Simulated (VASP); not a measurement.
# Ga2O3 (P-1) in VASP: single point with r2SCAN

Aim: the single point of Ga2O3 with r2SCAN.

All numbers are computed with VASP 6.6.1; they aren't measurements. Logs are shortened: lines on timing, memory, paths and dates and some standing lists are left out, and cuts for length are marked.

## (1) The cell of the first run

The typed cell holds 20 atoms: a = 5.808 Å, b = 3.039 Å, c = 12.148 Å, α = 100.09°, β = 84.42°, γ = 90.00°.

## (2) Single point, r2SCAN

The input, POSCAR:

```
Ga2O3
1.0
    1.3883852660      0.0000000000     -5.6399772456
    0.0000000000      3.0390611527      0.0000000000
   11.8391675716     -2.1273428069      1.6970582894
Ga O
8 12
Direct
   -0.2926325462      0.5883646817      0.8405209738
    0.5573674538      0.7383646817      0.3405209738
    0.2426325462      0.4616353183      0.6594790262
    0.0926325462      0.6116353183      0.1594790262
    0.0581417050      0.2861095126      0.4087278752
    0.2081417050      1.1361095126      0.9087278752
    0.5918582950      0.0638904874      0.0912721248
   -0.2581417050      0.9138904874      0.5912721248
   -0.5848934335      0.6399500317      0.9142143310
    0.2651065665      0.7899500317      0.4142143310
    0.5348934335      0.4100499683      0.5857856690
    0.3848934335      0.5600499683      0.0857856690
   -0.0365222273      0.6463393988      0.9233419983
   -0.1865222273      0.7963393988      0.4233419983
   -0.0134777727      0.4036606012      0.5766580017
    0.8365222273      0.5536606012      0.0766580017
    0.0676481819      0.1723996000      0.2462851429
    0.2176481819      1.0223996000      0.7462851429
    0.5823518181      0.1776004000      0.2537148571
   -0.2676481819      1.0276004000      0.7537148571
```

The input, INCAR.step1:

```
SYSTEM = Ga2O3
PREC = Accurate
ENCUT = 520
ISMEAR = 0
SIGMA = 0.05
LREAL = Auto
LASPH = .TRUE.
NELM = 60
NBANDS = 104
GGA = PE
ALGO = Normal
EDIFF = 1E-4
LWAVE = .TRUE.
LCHARG = .FALSE.
```

The input, INCAR.step2:

```
SYSTEM = Ga2O3
PREC = Accurate
ENCUT = 520
EDIFF = 1E-6
ISMEAR = 0
SIGMA = 0.05
LREAL = Auto
LASPH = .TRUE.
NELM = 60
ALGO = Normal
ISIF = 2
LWAVE = .FALSE.
LCHARG = .TRUE.
METAGGA = R2SCAN
LMIXTAU = .TRUE.
LELF = .TRUE.
LVHAR = .TRUE.
NBANDS = 104
ISTART = 1
```

The input, KPOINTS:

```
regular mesh
0
G
  4 7 2
  0 0 0
```

Potentials or basis: VASP PAW PBE potentials, release 64 (Ga_d, O).

Command:

```console
cat potpaw_PBE.64/Ga_d/POTCAR potpaw_PBE.64/O/POTCAR > POTCAR
cp INCAR.step1 INCAR
mpirun -np 1 vasp_std > vasp.out
cp INCAR.step2 INCAR
mpirun -np 1 vasp_std > vasp.out
```

OUTCAR:

```text
SYSTEM = Ga2O3
   PREC = Accurate
   ENCUT = 520
   EDIFF = 1E-6
   ISMEAR = 0
   LREAL = Auto
   LASPH = .TRUE.
   NELM = 60
   ISIF = 2
   METAGGA = R2SCAN
   ISTART = 1

 ion  position               nearest neighbor table
   1  0.707  0.588  0.841-   9 1.83  20 1.84  20 1.84  13 1.87
   2  0.557  0.738  0.341-  10 1.83  19 1.84  19 1.84  14 1.87
   3  0.243  0.462  0.659-  11 1.83  18 1.84  18 1.84  15 1.87
   4  0.093  0.612  0.159-  12 1.83  17 1.84  17 1.84  16 1.87
   5  0.058  0.286  0.409-  17 1.94  10 1.94  10 1.94  15 2.01  14 2.08  14 2.08
   6  0.208  0.136  0.909-  18 1.94   9 1.94   9 1.94  13 2.08  13 2.08
   7  0.592  0.064  0.091-  19 1.94  12 1.94  12 1.94  16 2.08  16 2.08
   8  0.742  0.914  0.591-  20 1.94  11 1.94  11 1.94  14 2.01  15 2.08  15 2.08
   9  0.415  0.640  0.914-   1 1.83   6 1.94   6 1.94
  10  0.265  0.790  0.414-   2 1.83   5 1.94   5 1.94
  11  0.535  0.410  0.586-   3 1.83   8 1.94   8 1.94
  12  0.385  0.560  0.086-   4 1.83   7 1.94   7 1.94
  13  0.963  0.646  0.923-   1 1.87   6 2.08   6 2.08
  14  0.813  0.796  0.423-   2 1.87   8 2.01   5 2.08   5 2.08
  15  0.987  0.404  0.577-   3 1.87   5 2.01   8 2.08   8 2.08
  16  0.837  0.554  0.077-   4 1.87   7 2.08   7 2.08
  17  0.068  0.172  0.246-   4 1.84   4 1.84   5 1.94
  18  0.218  0.022  0.746-   3 1.84   3 1.84   6 1.94
  19  0.582  0.178  0.254-   2 1.84   2 1.84   7 1.94
  20  0.732  0.028  0.754-   1 1.84   1 1.84   8 1.94

  LATTYP: Found a triclinic cell.
 ALAT       =     3.0390611527
 B/A-ratio  =     2.7663711872
 C/A-ratio  =     3.9972543312
 COS(alpha) =     0.0593784889
 COS(beta)  =     0.1751202055
 COS(gamma) =     0.7229687792

  Lattice vectors:

 A1 = (   0.0000000000,   3.0390611527,   0.0000000000)
 A2 = (   1.3883852660,   6.0781223054,  -5.6399772456)
 A3 = ( -11.8391675716,   2.1273428069,  -1.6970582894)

Analysis of symmetry for initial positions (statically):
=====================================================================
 Subroutine PRICEL returns:
 Original cell was already a primitive cell.

 Routine SETGRP: Setting up the symmetry group for a
 triclinic supercell.

 Subroutine GETGRP returns: Found  2 space group operations
 (whereof  1 operations were pure point group operations)
 out of a pool of  2 trial point group operations.

The static configuration has the point symmetry C_1 .
 The point group associated with its full space group is S_2 .

Analysis of symmetry for dynamics (positions and initial velocities):
=====================================================================
 Subroutine PRICEL returns:
 Original cell was already a primitive cell.

 Routine SETGRP: Setting up the symmetry group for a
 triclinic supercell.

 Subroutine GETGRP returns: Found  2 space group operations
 (whereof  1 operations were pure point group operations)
 out of a pool of  2 trial point group operations.

The dynamic configuration has the point symmetry C_1 .
 The point group associated with its full space group is S_2 .

 Subroutine INISYM returns: Found  2 space group operations
 (whereof  1 operations are pure point group operations),
 and found     1 'primitive' translations

----------------------------------------------------------------------------------------

                                     Primitive cell

  volume of cell :     210.0867

  direct lattice vectors                    reciprocal lattice vectors
     1.388385266  0.000000000 -5.639977246     0.024549220  0.000000000 -0.171262433
     0.000000000  3.039061153  0.000000000     0.057110549  0.329048989  0.014058823
    11.839167572 -2.127342807  1.697058289     0.081586498  0.000000000  0.020084034

  length of vectors
     5.808352346  3.039061153 12.147900355     0.173012962  0.334264121  0.084022170

  position of ions in fractional coordinates (direct lattice)
     0.707367454  0.588364682  0.840520974
     0.557367454  0.738364682  0.340520974
     0.242632546  0.461635318  0.659479026
     0.092632546  0.611635318  0.159479026
     0.058141705  0.286109513  0.408727875
     0.208141705  0.136109513  0.908727875
[... 12 lines left out ...]
     0.582351818  0.177600400  0.253714857
     0.732351818  0.027600400  0.753714857

  ion indices of the primitive-cell ions
   primitive index   ion index
                 1           1
                 2           2
                 3           3
                 4           4
                 5           5
                 6           6
[... 12 lines left out ...]
                19          19
                20          20

----------------------------------------------------------------------------------------

 KPOINTS: regular mesh

Automatic generation of k-mesh.
 Grid dimensions read from file:
 generate k-points for:    4    7    2

 Generating k-lattice:

  Cartesian coordinates                     Fractional coordinates (reciprocal lattice)
     0.006137305  0.000000000 -0.042815608     0.250000000  0.000000000  0.000000000
     0.008158650  0.047006998  0.002008403     0.000000000  0.142857143  0.000000000
     0.040793249  0.000000000  0.010042017     0.000000000  0.000000000  0.500000000

  Length of vectors
     0.043253241  0.047752017  0.042011085

  Shift w.r.t. Gamma in fractional coordinates (k-lattice)
     0.000000000  0.000000000  0.000000000

 Subroutine IBZKPT returns following result:
 ===========================================

 Found     30 irreducible k-points:

 Following reciprocal coordinates:
            Coordinates               Weight
  0.000000  0.000000  0.000000      1.000000
  0.250000  0.000000  0.000000      2.000000
  0.500000  0.000000  0.000000      1.000000
 -0.000000  0.142857 -0.000000      2.000000
  0.250000  0.142857  0.000000      2.000000
  0.500000  0.142857  0.000000      2.000000
[... 16 lines left out ...]
  0.000000  0.285714  0.500000      2.000000
  0.250000  0.285714  0.500000      2.000000
 [... further k-points ...]
   k-points           NKPTS =     30   k-points in BZ     NKDIM =     30   number of bands    NBANDS=    104
   number of dos      NEDOS =    301   number of ions     NIONS =     20
   total plane-waves  NPLWV = 103680
   dimension x,y,z NGX =    48 NGY =   24 NGZ =   90
   dimension x,y,z NGXF=    96 NGYF=   48 NGZF=  180
   ions per type =               8  12
   NGX,Y,Z   is equivalent  to a cutoff of  13.74, 13.13, 12.32 a.u.
   NGXF,Y,Z  is equivalent  to a cutoff of  27.48, 26.26, 24.63 a.u.
 SYSTEM =  Ga2O3
   PREC   = accura    normal or accurate (medium, high low for compatibility)
   ISTART =      1    job   : 0-new  1-cont  2-samecut
   ICHARG =      0    charge: 1-file 2-atom 10-const
   ISPIN  =      1    spin polarized calculation?
   LNONCOLLINEAR =      F non collinear calculations
   LSORBIT =      F    spin-orbit coupling
   LASPH  =      T    aspherical Exc in radial PAW
   ENCUT  =  520.0 eV  38.22 Ry    6.18 a.u.  10.80  5.65 22.59*2*pi/ulx,y,z
   NELM   =     60;   NELMIN=  2; NELMDL=  0     # of ELM steps
   EDIFF  = 0.1E-05   stopping-criterion for ELM
   LREAL  =      T    real-space projection
   EDIFFG = 0.1E-04   stopping-criterion for IOM
   NSW    =      0    number of steps for IOM
   IBRION =     -1    ionic relax: 0-MD 1-quasi-New 2-CG
   NFREE  =      0    steps in history (QN), initial steepest desc. (CG)
   ISIF   =      2    stress and relaxation
   ISYM   =      2    0-nonsym 1-usesym 2-fastsym
   POTIM  = 0.5000    time-step for ionic-motion
   TEBEG  =    0.0;   TEEND  =   0.0 temperature during run
   PSTRESS=    0.0 pullay stress
   NELECT =     176.0000    total number of electrons
   NUPDOWN=      -1.0000    fix difference up-down
   EMIN   =  10.00;   EMAX   =-10.00  energy-range for DOS
   EFERMI =   0.00;   METHOD = LEGACY
   ISMEAR =     0;   SIGMA  =   0.05  broadening in eV -4-tet -1-fermi 0-gaus
   EFERMI_NEDOS =   21; number of points for ismear=-14 and -15
   IALGO  =     38    algorithm
   IMIX   =      4    mixing-type and parameters
     AMIX     =   0.40;   BMIX     =  1.00
     AMIX_MAG =   1.60;   BMIX_MAG =  1.00
  volume/ion in A,a.u.               =      10.50        70.89
  Fermi-wavevector in a.u.,A,eV,Ry     =   1.543285  2.916386 32.405398  2.381730
  Thomas-Fermi vector in A             =   2.648970
   LORBIT       =      0    0 simple, 1 ext, 2 COOP (PROOUT), +10 PAW based schemes
   METAGGA = R2SCAN    functional components
   LHFCALC =     F    Hartree Fock is set to
   AEXX    =    0.0000 exact exchange contribution
   IVDW    =     0    specifies the selected vdW correction
   LEPSILON=     F    determine dielectric tensor
   LRPA    =     F    only Hartree local field effects (RPA)
 non-spin polarized calculation
 Gauss-broadening in eV      SIGMA  =   0.05
  energy-cutoff  :      520.00
  volume of cell :      210.09
 maximum number of plane-waves:      5694
 NGX is ok and might be reduce to    48
   NGX = 21   NGY = 11   NGZ = 45

 number of electron     176.0000036 magnetization

 Free energy of the ion-electron system (eV)
  ---------------------------------------------------
  ext. energy  EPLUGINS =         0.00000000
  ---------------------------------------------------
  free energy    TOTEN  =      -200.09558926 eV

  energy without entropy =     -200.09292416  energy(sigma->0) =     -200.09425671

 E-fermi :   5.3166     XC(G=0): -12.5360

 val. band max:        5.2686636381   @ k =   0.5000   0.1429   0.5000
 cond. band min:       5.5312040333   @ k =   0.0000   0.0000   0.5000
 fundamental gap:      0.2625403951
 Fermi energy:         5.3166462408

 k-point     1 :       0.0000    0.0000    0.0000
  band No.  band energies     occupation
      1     -16.5533      2.00000
      2     -16.0691      2.00000
      3     -15.8331      2.00000
      4     -15.2289      2.00000
      5     -15.1779      2.00000
      6     -15.1214      2.00000
[... 92 lines left out ...]
     99      12.3471      0.00000
    100      12.7196      0.00000

 k-point     2 :       0.2500    0.0000    0.0000
  band No.  band energies     occupation
      1     -16.4870      2.00000
      2     -16.0155      2.00000
      3     -15.7468      2.00000
      4     -15.3140      2.00000
      5     -15.2590      2.00000
      6     -15.2235      2.00000
[... 2358 lines left out ...]
     99      13.2934      0.00000
    100      13.3358      0.00000

 [... further k-points ...]

 [bands above 100 left out]

------------------------ aborting loop because EDIFF is reached ----------------------------------------

  FORCE on cell =-STRESS in cart. coord.  units (eV):
  Direction    XX          YY          ZZ          XY          YZ          ZX
  --------------------------------------------------------------------------------------
  -------------------------------------------------------------------------------------
  Total       17.8571660     -0.8019632     -0.1054711     -7.0850485     -2.0875009     11.2812733
  in kB      136.1835403     -6.1159865     -0.8043508    -54.0324812    -15.9198423     86.0340177
  external PRESSURE =      43.0877343 kB  Pullay stress =       0.0000000 kB

 VOLUME and BASIS-vectors are now :
 -----------------------------------------------------------------------------
  energy-cutoff  :      520.00
  volume of cell :      210.09
      direct lattice vectors                 reciprocal lattice vectors
     1.388385266  0.000000000 -5.639977246     0.024549220  0.000000000 -0.171262433
     0.000000000  3.039061153  0.000000000     0.057110549  0.329048989  0.014058823
    11.839167572 -2.127342807  1.697058289     0.081586498  0.000000000  0.020084034

 POSITION                                       TOTAL-FORCE (eV/Angst)
 -----------------------------------------------------------------------------------
     10.93317      0.00000     -2.56312        -0.667158     -0.050412     -1.571399
      4.80533      1.51953     -2.56566        -0.050318      0.002880     -0.096210
      8.14455     -0.00000     -0.24927         0.050318     -0.002880      0.096210
      2.01671      1.51953     -0.25180         0.667158      0.050412      1.571399
      4.91972     -0.00000      0.36572         0.088719      0.001073      0.068101
     11.04756     -1.51953      0.36825        -2.250496      0.036756      1.570742
[... 12 lines left out ...]
      3.81230      0.00000     -2.85388        -0.059019     -0.082218      0.237301
      9.94014     -1.51953     -2.85135        -0.017529      0.057210      0.244403
 -----------------------------------------------------------------------------------
    total drift:                                0.000586      0.002353     -0.000850

  FREE ENERGIE OF THE ION-ELECTRON SYSTEM (eV)
  ---------------------------------------------------
  free  energy   TOTEN  =      -200.0955892567 eV

  energy  without entropy=     -200.0929241567  energy(sigma->0) =     -200.09425671
```

Wall time 58 min (1 thread of Oxide Virtual Turin-like, shared host); peak memory 0.56 GiB.

What came out:

```
Free energy            : -200.0956 eV
Pressure               : 4.3 GPa
Largest force          : 5.081 eV/Å
Band gap on the k mesh : zero (bands 88 and 89 overlap by 0.04 eV)
```

Forces in eV/Å, atoms in the order of the input:
```
Ga  -0.667 -0.050 -1.571
Ga  -0.050  0.003 -0.096
Ga   0.050 -0.003  0.096
Ga   0.667  0.050  1.571
Ga   0.089  0.001  0.068
Ga  -2.250  0.037  1.571
Ga   2.250 -0.037 -1.571
Ga  -0.089 -0.001 -0.068
O   -2.108  1.579 -0.788
O    0.059 -0.005  0.083
O   -0.059  0.005 -0.083
O    2.108 -1.579  0.788
O   -3.197  1.790 -3.521
O    0.018 -0.004 -0.084
O   -0.018  0.004  0.084
O    3.197 -1.790  3.521
O    0.018 -0.057 -0.244
O    0.059  0.082 -0.237
O   -0.059 -0.082  0.237
O   -0.018  0.057  0.244
```

Caveat: the cell stands under pressure; the PAW data sets were made with another functional, which shifts forces and pressure a little.
